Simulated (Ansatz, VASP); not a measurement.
Two plane-wave programs on SiC

```
CELL_PARAMETERS angstrom
2.18986 -2.18986 0.00000
2.18986 0.00000 -2.18986
12.04425 7.11706 7.11706
ATOMIC_POSITIONS crystal
Si 0.70315 0.70315 0.39580
Si 0.16148 0.16148 0.22913
Si 0.24482 0.24482 0.56247
Si 0.32815 0.32815 0.89580
Si 0.78648 0.78648 0.72913
Si 0.61982 0.61982 0.06247
C 0.33857 0.33857 0.43747
C 0.79690 0.79690 0.27080
C 0.88023 0.88023 0.60413
C 0.96357 0.96357 0.93747
C 0.42190 0.42190 0.77080
C 0.25523 0.25523 0.10413
```

Alike in both runs: task single point; functional PBE; k mesh 10 × 10 × 2; occupations gaussian, width 0.05 eV; no spin polarisation.

|  | VASP | Ansatz |
| --- | --- | --- |
| version | VASP 6.6.1 | Ansatz 0.2.0 |
| potentials or method | VASP PAW PBE potentials, release 64 (Si, C), cutoff 520 eV | scalar-relativistic, plane waves, PAW |
| valence electrons in the cell | 48 | 48 |

```tsv
	VASP	Ansatz	Ansatz less VASP
gap on the k mesh at the Fermi level (eV)	0.81	0.81	+0.006
least direct gap on the mesh (eV)	1.68	1.69	+0.008
pressure (GPa)	-1.9	-1.9	+0.03
traceless stress, the component that is largest in VASP (GPa)	2.81	2.81	+0.002
rms of the force components (eV/Å)	0.324	0.324	+0.0006
```

Atom by atom the forces differ by 0.003 eV/Å (rms over components). With one functional, cell and mesh, what is left measures potentials, basis and numerics.
